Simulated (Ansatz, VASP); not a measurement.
# Zr in VASP and in Ansatz

```
Zr
1.0
     3.23200    0.00000    0.00000
    -1.61600    2.79899    0.00000
     0.00000    0.00000    5.14700
Zr
2
Direct
  0.36013 0.72026 0.22086
  0.66667 0.33333 0.75000
```

Alike in both runs: task single point; functional PBE; k mesh 18 × 18 × 10; occupations gaussian, width 0.15 eV; no spin polarisation.

|  | VASP | Ansatz |
| --- | --- | --- |
| version | VASP 6.6.1 | Ansatz 0.2.0 |
| potentials or method | VASP PAW PBE potentials, release 64 (Zr_sv), cutoff 520 eV | scalar-relativistic, plane waves, PAW |
| valence electrons in the cell | 24 | 24 |

```tsv
	VASP	Ansatz	Ansatz less VASP
gap on the k mesh at the Fermi level (eV)	none	none	-
pressure (GPa)	1.2	1.2	-0.01
traceless stress, the component that is largest in VASP (GPa)	-1.70	-1.70	+0.004
rms of the force components (eV/Å)	0.421	0.421	-0.0004
```

Atom by atom the forces differ by 0.001 eV/Å (rms over components). A gap of «none» marks a metal or a gap that the smearing closes.
